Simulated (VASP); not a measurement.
Set up this calculation in VASP 6.6.1, as the native input.

```
Task                   : single point
Functional             : PBEsol
Potentials or basis    : VASP PAW PBE potentials, release 64 (Mg, S)
Cutoff                 : 600 eV
k mesh                 : 4 × 4 × 4
Occupations            : gaussian, width 0.02 eV
Spin                   : no spin polarisation
Dipole correction      : no
Further INCAR settings : ALGO = Normal; EDIFF = 1e-06; NBANDS = 11
```

The structure of MgS (Niningerite) lies in POSCAR:

```
MgS
1.0
    0.0000000000      2.6016500000      2.6016500000
    2.6016500000      0.0000000000      2.6016500000
    2.6016500000      2.6016500000      0.0000000000
Mg S
1 1
Direct
    0.0029374645     -0.0013627728     -0.0008885098
    0.4977730793      0.5010331314      0.5006735880
```

One way to write it, as run:

INCAR

```
SYSTEM = MgS
PREC = Accurate
ENCUT = 600
EDIFF = 1E-6
ISMEAR = 0
SIGMA = 0.02
LREAL = .FALSE.
LASPH = .TRUE.
NELM = 120
ALGO = Normal
ISIF = 2
LWAVE = .FALSE.
LCHARG = .TRUE.
GGA = PS
LELF = .TRUE.
LVHAR = .TRUE.
NBANDS = 11
GGA_COMPAT = .FALSE.
```

KPOINTS

```
Automatic mesh
0
G
  4 4 4
  0 0 0
```

Potentials or basis: VASP PAW PBE potentials, release 64 (Mg, S).

Command:

```bash
$ cat potpaw_PBE.64/Mg/POTCAR potpaw_PBE.64/S/POTCAR > POTCAR
$ mpirun -np 1 vasp_std > vasp.out
```

It gave:

The pressure is -0.7 GPa. The largest force is 0.043 eV/Å and the band gap on the k mesh is 2.68 eV, indirect (least direct gap 3.58 eV).

Caveat: the k points lie up to 0.52 Å⁻¹ apart; the PAW data sets were made with another functional, which shifts forces and pressure a little.

Wall time 9.5 s on 1 thread of AMD EPYC 9R45 96-Core Processor (Zen 5), on a shared host, peak memory 0.14 GiB.
